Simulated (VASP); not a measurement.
Wanted: the native input for a VASP 6.6.1 run.

- Task: single point
- Functional: PBE
- Potentials or basis: VASP PAW PBE potentials, release 64 (N, Ga_d)
- Cutoff: 520 eV
- k mesh: 8 × 8 × 1
- Occupations: gaussian, width 0.05 eV
- Spin: no spin polarisation
- Dipole correction: yes
- Further INCAR settings: ALGO = Normal; EDIFF = 1e-07; NBANDS = 58

The structure of Ga5N6 lies in POSCAR:

```
Ga5N6
1.0
    3.2162589223      0.0000000000      0.0000000000
    0.0000000000      3.2162589223      0.0000000000
    0.0000000000      0.0000000000     18.3711924699
N Ga
6 5
Direct
    0.0000000000      0.5000000000      0.1905156677
    0.5000000000      0.0000000000      0.3143094006
    0.0000000000      0.5000000000      0.4381031335
    0.5000000000      0.0000000000      0.5618968665
    0.0000000000      0.5000000000      0.6856905994
    0.5000000000      0.0000000000      0.8094843323
    0.5000000000      0.5000000000      0.2524125342
    0.0000000000      0.0000000000      0.3762062671
    0.5000000000      0.5000000000      0.5000000000
    0.0000000000      0.0000000000      0.6237937329
    0.5000000000      0.5000000000      0.7475874658
```

These files were run (other wordings do the same):

INCAR

```
PREC = Accurate
ENCUT = 520
EDIFF = 1E-7
ISMEAR = 0
SIGMA = 0.05
LREAL = F
LASPH = T
NELM = 80
ALGO = Normal
ISIF = 2
LWAVE = F
LCHARG = T
LDIPOL = T
IDIPOL = 3
DIPOL = 0.5 0.5 0.500
GGA = PE
LELF = T
LVHAR = T
LVACPOTAV = T
NBANDS = 58
```

KPOINTS

```
regular mesh
0
Gamma
  8 8 1
```

Potentials or basis: VASP PAW PBE potentials, release 64 (N, Ga_d).

Run with:

```sh
$ cat potpaw_PBE.64/N/POTCAR potpaw_PBE.64/Ga_d/POTCAR > POTCAR
$ mpirun -np 1 vasp_std > vasp.out
```

Results of the run:

```json
{
  "Largest force": "1.701 eV/Å",
  "Band gap on the k mesh": "zero (an odd number of electrons rules out a gap without spin polarisation)"
}
```

It took 120 s on 1 thread of Intel(R) Xeon(R) 6975P-C (Granite Rapids), on a shared host, peak memory 0.33 GiB.
